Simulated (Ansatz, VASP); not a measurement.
# Two plane-wave programs on Zn2GeN

```xyz
4
Lattice="4.0381 0.0000 0.0000 -2.0190 3.4971 0.0000 0.0000 0.0000 5.0175" Properties=species:S:1:pos:R:3 pbc="T T T"
Zn    2.0190    1.1657    2.5087
Zn    0.0000    2.3314    2.5087
Ge    0.0000    2.3314    0.0000
N     0.0000    0.0000    2.5087
```

Alike in both runs: functional PBE; k mesh 6 × 6 × 4; occupations gaussian, width 0.1 eV; no spin polarisation.

Ansatz relaxed the structure, and its values are those at the end. VASP's run is a single point on that final structure, the one shown.

```csv
,VASP,Ansatz
version,VASP 6.6.1,Ansatz 0.2.0
potentials or method,"VASP PAW PBE potentials, release 64 (Zn, Ge_d, N), cutoff 520 eV","scalar-relativistic, plane waves, PAW"
valence electrons in the cell,43,43
```

|  | VASP | Ansatz | Ansatz less VASP |
| --- | --- | --- | --- |
| gap on the k mesh at the Fermi level (eV) | none | none | - |
| pressure (GPa) | 0.3 | 0.1 | -0.27 |

A gap of «none» marks a metal or a gap that the smearing closes. With one functional, cell and mesh, what is left measures potentials, basis and numerics.
